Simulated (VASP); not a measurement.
Write the native input for VASP 6.6.1 that does the following.

| Property | Result |
| --- | --- |
| Task | single point |
| Functional | PBE-based screened hybrid with 15 % exact exchange |
| Potentials or basis | VASP PAW PBE potentials, release 64 (Li_sv, H) |
| Cutoff | 520 eV |
| k mesh | 6 × 6 × 6 |
| Occupations | gaussian, width 0.01 eV |
| Spin | no spin polarisation |
| Dipole correction | no |
| Grid for exact exchange (PRECFOCK) | Normal |
| Share of exact exchange | 0.15 |
| Further INCAR settings | ALGO = Normal; EDIFF = 1e-07; NBANDS = 9 |
| Screening parameter | 0.5 1/Å |

Crystal: LiH.

```
CELL_PARAMETERS angstrom
0.00000 1.99847 1.99847
1.99847 0.00000 1.99847
1.99847 1.99847 0.00000
ATOMIC_POSITIONS crystal
Li 0.00000 0.00000 0.00000
H 0.50000 0.50000 0.50000
```

The input as run:

POSCAR

```
LiH
1.0
    0.0000000000      1.9984726927      1.9984726927
    1.9984726927      0.0000000000      1.9984726927
    1.9984726927      1.9984726927      0.0000000000
Li H
1 1
Direct
    0.0000000000      0.0000000000      0.0000000000
    0.5000000000      0.5000000000      0.5000000000
```

INCAR.step1

```
ALGO     = Normal         # electronic algorithm
EDIFF    = 1E-5           # SCF threshold, eV
ENCUT    = 520            # plane-wave cutoff, eV
GGA      = PE             # functional
ISIF     = 2              # what is computed and relaxed
ISMEAR   = 0              # smearing method
LASPH    = T              # aspherical terms in the spheres
LREAL    = F              # projectors in reciprocal space
LWAVE    = T              # write WAVECAR
NBANDS   = 9              # bands
NELM     = 100            # most SCF steps
PREC     = Accurate       # precision mode
SIGMA    = 0.01           # smearing width, eV
```

INCAR.step2

```
AEXX     = 0.15           # exact-exchange fraction
ALGO     = Normal         # electronic algorithm
EDIFF    = 1E-7           # SCF threshold, eV
ENCUT    = 520            # plane-wave cutoff, eV
GGA      = PE             # functional
HFSCREEN = 0.5            # screening, 1/A
ISIF     = 2              # what is computed and relaxed
ISMEAR   = 0              # smearing method
ISTART   = 1            
LASPH    = T              # aspherical terms in the spheres
LCHARG   = T              # write CHGCAR
LELF     = T              # ELF
LHFCALC  = T              # exact exchange
LREAL    = F              # projectors in reciprocal space
LVHAR    = T            
LWAVE    = F              # write WAVECAR
NBANDS   = 9              # bands
NELM     = 100            # most SCF steps
PREC     = Accurate       # precision mode
PRECFOCK = Normal       
SIGMA    = 0.01           # smearing width, eV
```

KPOINTS

```
k-points
0
Gamma
  6 6 6
```

Potentials or basis: VASP PAW PBE potentials, release 64 (Li_sv, H).

The run is started by

```bash
$ cat potpaw_PBE.64/Li_sv/POTCAR potpaw_PBE.64/H/POTCAR > POTCAR
$ cp INCAR.step1 INCAR
$ mpirun -np 1 vasp_std > vasp.out
$ cp INCAR.step2 INCAR
$ mpirun -np 1 vasp_std > vasp.out
```

It gave:

| Property | Result |
| --- | --- |
| Band gap on the k mesh | 3.27 eV |

Caveat: the k points lie up to 0.45 Å⁻¹ apart.

Wall time 81 s on 1 thread of Intel(R) Xeon(R) Platinum 8488C (Sapphire Rapids), with other jobs on the host, peak memory 0.23 GiB.
